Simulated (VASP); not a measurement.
# BaGe3F2: single point with PBE

BaGe3F2:

```
Ba Ge F
1.0
     3.87605    2.23784    2.63355
    -3.87605    2.23784    2.63355
     0.00000   -4.47567    2.63355
Ba Ge F
1 3 2
Direct
  0.00000 0.00000 0.00000
  0.50000 0.50000 0.00000
  0.50000 0.00000 0.50000
  0.00000 0.50000 0.50000
  0.67384 0.67384 0.67384
  0.32616 0.32616 0.32616
```

```
Program                : VASP 6.6.1
Task                   : single point
Functional             : PBE
Potentials or basis    : VASP PAW PBE potentials, release 64 (Ba_sv, Ge_d, F)
Cutoff                 : 520 eV
k mesh                 : 9 × 9 × 9
Occupations            : gaussian, width 0.1 eV
Spin                   : no spin polarisation
Dipole correction      : no
Further INCAR settings : ALGO = Normal; EDIFF = 1e-06; NBANDS = 42
```

| Property | Result |
| --- | --- |
| Pressure | 0.3 GPa |
| Largest force | 0.116 eV/Å |
| Band gap on the k mesh | zero (bands 33 and 34 overlap by 0.38 eV) |

Forces in eV/Å, atoms in the order of the input:
```
Ba   0.000  0.000  0.000
Ge   0.000  0.000  0.000
Ge   0.000  0.000  0.000
Ge   0.000  0.000  0.000
F    0.000  0.000 -0.116
F    0.000  0.000  0.116
```

Stress tensor (GPa, compression positive):
```
0.03 0.00 0.00
0.00 0.03 0.00
0.00 0.00 0.86
```

Levels at points of the mesh, in eV from the Fermi level:
| k point | band 29 | band 30 | band 31 | band 32 | band 33 | band 34 | band 35 | band 36 | band 37 | band 38 |
| --- | --- | --- | --- | --- | --- | --- | --- | --- | --- | --- |
| (0.00, 0.00, 0.00) | -4.12 | -4.12 | -1.68 | -1.68 | 0.00 | 1.08 | 1.79 | 1.79 | 2.51 | 2.51 |

Wall time 10 min on 1 thread of AMD EPYC 7R43 64-Core Processor (Zen 3), on a shared host, peak memory 0.49 GiB.

Caveat: spin-orbit coupling is left out, which moves the levels of the heavy elements.
